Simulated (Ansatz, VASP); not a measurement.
## One calculation of CuSi, two programs

```
Si Cu
1.0
     3.43008    0.00000    0.00000
     0.00000    3.43008    0.00000
     0.00000    0.00000    2.55454
Si Cu
1 1
Cartesian
  0.0000 0.0000 1.2773
  1.7150 1.7150 1.2773
```

Alike in both runs: functional PBE; k mesh 4 × 4 × 8; occupations gaussian, width 0.1 eV; no spin polarisation.

Ansatz relaxed the structure, and its values are those at the end. VASP's run is a single point on that final structure, the one shown.

```csv
,VASP,Ansatz
version,VASP 6.6.1,Ansatz 0.2.0
potentials or method,"VASP PAW PBE potentials, release 64 (Si, Cu), cutoff 520 eV","scalar-relativistic, plane waves, PAW"
valence electrons in the cell,15,23
```

|  | VASP | Ansatz | Ansatz less VASP |
| --- | --- | --- | --- |
| gap on the k mesh at the Fermi level (eV) | none | none | - |
| pressure (GPa) | 0.2 | -0.1 | -0.22 |

A gap of «none» marks a metal or a gap that the smearing closes. VASP's potentials hold 15 valence electrons a cell and Ansatz's 23, so a difference there can come from the potentials and not from the codes.

The k mesh is coarse, so the values compare programs but aren't converged.
